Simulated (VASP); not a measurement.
Input of a VASP 6.6.1 run:

POSCAR

```
Au
1.0
    3.2589990844      0.0000000000      0.0000000000
    0.0000000000      3.2589990844      0.0000000000
    0.0000000000      0.0000000000      3.3408834835
Au
2
Direct
    0.0000000000      0.0000000000      0.0000000000
    0.5000000000      0.5000000000      0.5000000000
```

Contents of INCAR.step1:

```
PREC     = Accurate       # precision mode
ENCUT    = 520            # plane-wave cutoff, eV
ISMEAR   = 0              # smearing method
SIGMA    = 0.1            # smearing width, eV
LREAL    = F              # projectors in reciprocal space
LASPH    = T              # aspherical terms in the spheres
NELM     = 80             # most SCF steps
NBANDS   = 18             # bands
GGA      = PE             # functional
ALGO     = Normal         # electronic algorithm
EDIFF    = 1E-4           # SCF threshold, eV
LWAVE    = T              # write WAVECAR
LCHARG   = F              # write CHGCAR
```

File INCAR.step2:

```
PREC     = Accurate       # precision mode
ENCUT    = 520            # plane-wave cutoff, eV
EDIFF    = 1E-7           # SCF threshold, eV
ISMEAR   = 0              # smearing method
SIGMA    = 0.1            # smearing width, eV
LREAL    = F              # projectors in reciprocal space
LASPH    = T              # aspherical terms in the spheres
NELM     = 80             # most SCF steps
ALGO     = Normal         # electronic algorithm
ISIF     = 2              # what is computed and relaxed
LWAVE    = F              # write WAVECAR
LCHARG   = T              # write CHGCAR
METAGGA  = R2SCAN         # meta-GGA
LMIXTAU  = T            
LELF     = T              # ELF
LVHAR    = T            
NBANDS   = 18             # bands
ISTART   = 1
```

The input KPOINTS:

```
Automatic mesh
0
Gamma
  16 16 16
```

Potentials or basis: VASP PAW PBE potentials, release 64 (Au).

Run with:

```bash
$ cat potpaw_PBE.64/Au/POTCAR > POTCAR
$ cp INCAR.step1 INCAR
$ mpirun -np 1 vasp_std > vasp.out
$ cp INCAR.step2 INCAR
$ mpirun -np 1 vasp_std > vasp.out
```

Task: What does it give for the pressure?

Result: -0.9 GPa.

Task: Estimate the band gap on the k mesh.

Result: Zero (bands 11 and 12 overlap by 5.38 eV).

Stress tensor (GPa, compression positive):
```
-0.84  0.00  0.00
 0.00 -0.84  0.00
 0.00  0.00 -0.93
```

Caveat: the cell differs from its parent crystal (uniaxial strain along c: +2.0 %); the PAW data sets were made with another functional, which shifts forces and pressure a little; spin-orbit coupling is left out, which moves the levels of the heavy elements.
